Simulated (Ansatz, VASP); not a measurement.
# Two plane-wave programs on Si3Cl2

```
Si Cl
1.0
     4.94857    0.00000    0.00000
    -2.47428    4.28558    0.00000
     0.00000    0.00000    6.47710
Si Cl
3 2
Direct
  0.83698 0.16302 0.76998
  0.83698 0.67396 0.76998
  0.32604 0.16302 0.76998
  0.33333 0.66667 0.08980
  0.00000 0.00000 0.44481
```

Alike in both runs: functional PBE; k mesh 4 × 4 × 3; occupations gaussian, width 0.2 eV; no spin polarisation.

Ansatz relaxed the structure, and its values are those at the end. VASP's run is a single point on that final structure, the one shown.

|  | VASP | Ansatz |
| --- | --- | --- |
| version | VASP 6.6.1 | Ansatz 0.2.0 |
| potentials or method | VASP PAW PBE potentials, release 64 (Si, Cl), cutoff 500 eV | scalar-relativistic, plane waves, PAW |
| valence electrons in the cell | 26 | 26 |

Ansatz gave:

- gap on the k mesh at the Fermi level (eV): none
- pressure (GPa): 0.3
- rms of the force components (eV/Å): 0.031

Question: What did VASP give for the same quantities?

Answer: gap on the k mesh at the Fermi level (eV): none; pressure (GPa): 0.2; rms of the force components (eV/Å): 0.029.

A gap of «none» marks a metal or a gap that the smearing closes.

The k mesh is coarse, so the values compare programs but aren't converged.
